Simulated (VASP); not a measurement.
Input of a VASP 6.6.1 run:

The input INCAR:

```
SYSTEM = LiF
PREC = Accurate ; ENCUT = 520
EDIFF = 1E-7 ; ISMEAR = 0
SIGMA = 0.05 ; LREAL = .FALSE.
LASPH = .TRUE. ; NELM = 100
ALGO = Normal ; ISIF = 2
LWAVE = .FALSE. ; LCHARG = .FALSE.
GGA = CA ; NBANDS = 18
```

Contents of KPOINTS:

```
regular mesh
0
G
  9 9 6
  0 0 0
```

The input POSCAR:

```
LiF
1.0
    3.1527680120      0.0000000000      0.0000000000
   -1.5763840060      2.7303771907      0.0000000000
    0.0000000000      0.0000000000      4.8794344385
Li F
2 2
Direct
    0.3333333333      0.6666666667      0.3811542600
    0.6666666667      0.3333333333      0.8811542600
    0.3333333333      0.6666666667      0.9938437400
    0.6666666667      0.3333333333      0.4938437400
```

Potentials or basis: VASP PAW LDA potentials, release 64 (Li_sv, F).

Run with:

```sh
$ cat potpaw_LDA.64/Li_sv/POTCAR potpaw_LDA.64/F/POTCAR > POTCAR
$ mpirun -np 1 vasp_std > vasp.out
```

**Question.** Estimate the band gap on the k mesh.

**Answer.** 7.19 eV, direct.

**Question.** Predict the largest force.

**Answer.** 0.020 eV/Å.

Forces in eV/Å, atoms in the order of the input:
```
Li   0.000  0.000  0.020
Li   0.000  0.000  0.020
F    0.000  0.000 -0.020
F    0.000  0.000 -0.020
```

Caveat: the cell differs from its parent crystal (strain +0.030 along x and y, +0.015 along z). A k mesh can miss the band edges.
